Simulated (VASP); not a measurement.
# Li (Cmce) in VASP: further runs

Li is run at these levels: PBEsol; tasks: single point, relaxation of cell and atoms.

All numbers are computed with VASP 6.6.1; they aren't measurements. Logs are shortened: lines on timing, memory, paths and dates and some standing lists are left out, and cuts for length are marked.

## Step 1: The cell of the first run

It takes space group Cmce (No. 64, orthorhombic). The conventional cell has a = 3.437 Å, b = 10.902 Å, c = 4.548 Å, α = 90.00°, β = 90.00°, γ = 90.00°. Within 3.0 Å of Li (site symmetry m) lie 3 Li at 2.25 to 2.29 Å.

## Step 2: Single point, PBEsol

The input, INCAR:

```
  PREC = Accurate
  ENCUT = 520
  EDIFF = 1E-6
  ISMEAR = 0
  SIGMA = 0.1
  LREAL = F
  LASPH = T
  NELM = 100
  ALGO = Fast
  ISIF = 2
  LWAVE = F
  LCHARG = T
  GGA = PS
  LELF = T
  LVHAR = T
  NBANDS = 14
```

The input, KPOINTS:

```
regular mesh
0
Gamma
  6 6 4
```

The input, POSCAR:

```
Li
1.0
    1.7183423735     -5.4509350216      0.0000000000
    1.7183423735      5.4509350216      0.0000000000
    0.0000000000      0.0000000000      4.5476372181
Li
4
Direct
    0.0980000000      0.9020000000      0.9100000000
    0.5980000000      0.4020000000      0.5900000000
    0.9020000000      0.0980000000      0.0900000000
    0.4020000000      0.5980000000      0.4100000000
```

Potentials or basis: VASP PAW PBE potentials, release 64 (Li_sv).

On the command line:

```
$ cat potpaw_PBE.64/Li_sv/POTCAR > POTCAR
$ mpirun -np 1 vasp_std > vasp.out
```

OUTCAR:

```text
PREC = Accurate
   ENCUT = 520
   EDIFF = 1E-6
   ISMEAR = 0
   LREAL = F
   LASPH = T
   NELM = 100
   ISIF = 2
   GGA = PS

 ion  position               nearest neighbor table
   1  0.098  0.902  0.910-   2 2.25   2 2.25   3 2.29
   2  0.598  0.402  0.590-   1 2.25   1 2.25   4 2.29
   3  0.902  0.098  0.090-   4 2.25   4 2.25   1 2.29
   4  0.402  0.598  0.410-   3 2.25   3 2.25   2 2.29

  LATTYP: Found a base centered orthorhombic cell.
 ALAT       =     3.4366847470
 B/A-ratio  =     3.1722054380
 C/A-ratio  =     1.3232628399

  Lattice vectors:

 A1 = (   1.7183423735,  -5.4509350216,   0.0000000000)
 A2 = (   1.7183423735,   5.4509350216,   0.0000000000)
 A3 = (   0.0000000000,   0.0000000000,   4.5476372181)

Analysis of symmetry for initial positions (statically):
=====================================================================
 Subroutine PRICEL returns:
 Original cell was already a primitive cell.

 Routine SETGRP: Setting up the symmetry group for a
 base centered orthorhombic supercell.

 Subroutine GETGRP returns: Found  8 space group operations
 (whereof  4 operations were pure point group operations)
 out of a pool of  8 trial point group operations.

The static configuration has the point symmetry C_2h.
 The point group associated with its full space group is D_2h.

Analysis of symmetry for dynamics (positions and initial velocities):
=====================================================================
 Subroutine PRICEL returns:
 Original cell was already a primitive cell.

 Routine SETGRP: Setting up the symmetry group for a
 base centered orthorhombic supercell.

 Subroutine GETGRP returns: Found  8 space group operations
 (whereof  4 operations were pure point group operations)
 out of a pool of  8 trial point group operations.

The dynamic configuration has the point symmetry C_2h.
 The point group associated with its full space group is D_2h.

 Subroutine INISYM returns: Found  8 space group operations
 (whereof  4 operations are pure point group operations),
 and found     1 'primitive' translations

----------------------------------------------------------------------------------------

                                     Primitive cell

  volume of cell :      85.1915

  direct lattice vectors                    reciprocal lattice vectors
     1.718342374 -5.450935022  0.000000000     0.290978101 -0.091727382  0.000000000
     1.718342374  5.450935022  0.000000000     0.290978101  0.091727382  0.000000000
     0.000000000  0.000000000  4.547637218     0.000000000  0.000000000  0.219894409

  length of vectors
[... 98 lines left out ...]
   NUPDOWN=      -1.0000    fix difference up-down
   EMIN   =  10.00;   EMAX   =-10.00  energy-range for DOS
   EFERMI =   0.00;   METHOD = LEGACY
   ISMEAR =     0;   SIGMA  =   0.10  broadening in eV -4-tet -1-fermi 0-gaus
   EFERMI_NEDOS =   21; number of points for ismear=-14 and -15
   IALGO  =     68    algorithm
   IMIX   =      4    mixing-type and parameters
     AMIX     =   0.40;   BMIX     =  1.00
     AMIX_MAG =   1.60;   BMIX_MAG =  1.00
  volume/ion in A,a.u.               =      21.30       143.73
  Fermi-wavevector in a.u.,A,eV,Ry     =   0.851798  1.609664  9.871831  0.725559
  Thomas-Fermi vector in A             =   1.967986
   LORBIT       =      0    0 simple, 1 ext, 2 COOP (PROOUT), +10 PAW based schemes
   GGA     = PS    functional components
   LHFCALC =     F    Hartree Fock is set to
   AEXX    =    0.0000 exact exchange contribution
   IVDW    =     0    specifies the selected vdW correction
   LEPSILON=     F    determine dielectric tensor
   LRPA    =     F    only Hartree local field effects (RPA)
 non-spin polarized calculation
 RMM-DIIS sequential band-by-band and
 Gauss-broadening in eV      SIGMA  =   0.10
  energy-cutoff  :      520.00
  volume of cell :       85.19
 maximum number of plane-waves:      2315
 NGX is ok and might be reduce to    48
   NGX = 21   NGY = 21   NGZ = 17

 number of electron      11.9999988 magnetization

 Free energy of the ion-electron system (eV)
  ---------------------------------------------------
  ext. energy  EPLUGINS =         0.00000000
  ---------------------------------------------------
  free energy    TOTEN  =        -5.94230874 eV

  energy without entropy =       -5.93633468  energy(sigma->0) =       -5.93932171

 E-fermi :   0.4163     XC(G=0):  -6.8277

 val. band max:        0.3442784509   @ k =  -0.3333   0.3333   0.5000
 cond. band min:       0.4535134630   @ k =   0.0000   0.0000   0.2500
 fundamental gap:      0.1092350120
 Fermi energy:         0.4162637305

 k-point     1 :       0.0000    0.0000    0.0000
  band No.  band energies     occupation
      1     -46.2433      2.00000
      2     -46.1857      2.00000
      3     -46.1114      2.00000
      4     -46.0575      2.00000
      5      -2.9482      2.00000
      6       0.0285      2.00000
      7       1.9538      0.00000
      8       2.2674      0.00000
      9       3.4320      0.00000
     10       5.7241      0.00000
     11       6.0304      0.00000
     12       6.6229      0.00000
     13       7.3694      0.00000
     14       7.5019      0.00000
[... 377 lines left out ...]
      1     -46.2275      2.00000
      2     -46.1896      2.00000
      3     -46.1076      2.00000
      4     -46.0716      2.00000
      5      -1.8268      2.00000
      6      -0.8834      2.00000
      7       0.7775      0.00000
      8       2.0489      0.00000
      9       4.1777      0.00000
     10       5.1633      0.00000
     11       6.4310      0.00000
     12       6.7558      0.00000
     13       7.8549      0.00000
     14       8.1433      0.00000

 [... further k-points ...]
[... 5 lines left out ...]
  --------------------------------------------------------------------------------------
  -------------------------------------------------------------------------------------
  Total        2.4090911      0.4051937      0.5803127      0.0000000      0.0000000      0.0000000
  in kB       45.3072074      7.6203815     10.9138042      0.0000000      0.0000000      0.0000000
  external PRESSURE =      21.2804644 kB  Pullay stress =       0.0000000 kB

 VOLUME and BASIS-vectors are now :
 -----------------------------------------------------------------------------
  energy-cutoff  :      520.00
  volume of cell :       85.19
      direct lattice vectors                 reciprocal lattice vectors
     1.718342374 -5.450935022  0.000000000     0.290978101 -0.091727382  0.000000000
     1.718342374  5.450935022  0.000000000     0.290978101  0.091727382  0.000000000
     0.000000000  0.000000000  4.547637218     0.000000000  0.000000000  0.219894409

 POSITION                                       TOTAL-FORCE (eV/Angst)
 -----------------------------------------------------------------------------------
      1.71834      4.38255      4.13835         0.000000     -0.799160      1.288714
      1.71834     -1.06838      2.68311         0.000000     -0.799160     -1.288714
      1.71834     -4.38255      0.40929         0.000000      0.799160     -1.288714
      1.71834      1.06838      1.86453         0.000000      0.799160      1.288714
 -----------------------------------------------------------------------------------
    total drift:                                0.000000      0.000000      0.000000

  FREE ENERGIE OF THE ION-ELECTRON SYSTEM (eV)
  ---------------------------------------------------
  free  energy   TOTEN  =        -5.9423087444 eV

  energy  without entropy=       -5.9363346817  energy(sigma->0) =       -5.93932171
```

stdout:

```text
POSCAR found type information on POSCAR Li
 POSCAR found :  1 types and       4 ions
 scaLAPACK will be used
 -----------------------------------------------------------------------------
|                                                                             |
|                                                                             |
|     You enforced a specific xc type in the INCAR file but a different       |
|     I HOPE YOU KNOW WHAT YOU ARE DOING!                                     |
|                                                                             |
 -----------------------------------------------------------------------------

 LDA part: xc-table for (Slater+PW92), standard interpolation
 POSCAR, INCAR and KPOINTS ok, starting setup
 FFT: planning ... GRIDC
 FFT: planning ... GRID_SOFT
 FFT: planning ... GRID
 WAVECAR not read
 entering main loop
```

Run time: 1.9 min. Hardware: 1 thread of Intel Xeon Platinum 8259CL at 2.50GHz (Skylake/Cascade Lake), shared host; peak memory 0.25 GiB.

Results:

| Property | Result |
| --- | --- |
| Free energy | -5.9423 eV |
| Largest force | 1.516 eV/Å |
| Band gap on the k mesh | zero (band 6 reaches 1.40 eV, above the bottom of band 7 at -0.05 eV) |

Forces in eV/Å, atoms in the order of the input:
```
Li   0.000 -0.799  1.289
Li   0.000 -0.799 -1.289
Li   0.000  0.799 -1.289
Li   0.000  0.799  1.289
```

Levels at points of the mesh, in eV from the Fermi level:
```
           k point  band 4  band 5  band 6  band 7  band 8  band 9
(0.00, 0.00, 0.00)  -46.47   -3.36   -0.39    1.54    1.85    3.02
(0.50, 0.00, 0.00)  -46.54   -0.90   -0.90    1.35    1.35    3.74
(0.50, 0.50, 0.00)  -46.47   -2.70   -2.10    2.10    3.09    3.50
(0.00, 0.00, 0.50)  -46.50   -2.03   -2.03    1.26    1.26    3.12
(0.50, 0.00, 0.50)  -46.54   -0.50   -0.50    1.59    1.59    2.45
(0.50, 0.50, 0.50)  -46.50   -1.48   -1.48   -0.47   -0.47    6.05
```

Caveat: the cutoff is under 1.25 times the usual one of these potentials, so pressure, stress and relaxed cells hold a basis-set (Pulay) error; the PAW data sets were made with another functional, which shifts forces and pressure a little.

(Part 1 of 2 ends here.)
